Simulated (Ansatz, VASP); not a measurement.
## Ta2Sn in VASP and in Ansatz

```xyz
3
Lattice="-1.7810 1.7810 4.5521 1.7810 -1.7810 4.5521 1.7810 1.7810 -4.5521" Properties=species:S:1:pos:R:3 pbc="T T T"
Ta    0.0000    0.0000    6.1281
Ta    0.0000    0.0000    2.9762
Sn    0.0000    0.0000    0.0000
```

Alike in both runs: functional PBE; k mesh 6 × 6 × 6; occupations gaussian, width 0.1 eV; no spin polarisation.

Ansatz relaxed the structure, and its values are those at the end. VASP's run is a single point on that final structure, the one shown.

|  | VASP | Ansatz |
| --- | --- | --- |
| version | VASP 6.6.1 | Ansatz 0.2.0 |
| potentials or method | VASP PAW PBE potentials, release 64 (Ta_pv, Sn_d), cutoff 520 eV | scalar-relativistic, plane waves, PAW |
| valence electrons in the cell | 36 | 40 |

|  | VASP | Ansatz | Ansatz less VASP |
| --- | --- | --- | --- |
| gap on the k mesh at the Fermi level (eV) | none | none | - |
| pressure (GPa) | 0.4 | 0.3 | -0.06 |
| rms of the force components (eV/Å) | 0.009 | 0.004 | -0.0048 |

A gap of «none» marks a metal or a gap that the smearing closes. VASP's potentials hold 36 valence electrons a cell and Ansatz's 40, so a difference there can come from the potentials and not from the codes.

The k mesh is coarse, so the values compare programs but aren't converged. Neither program's run includes spin-orbit coupling.
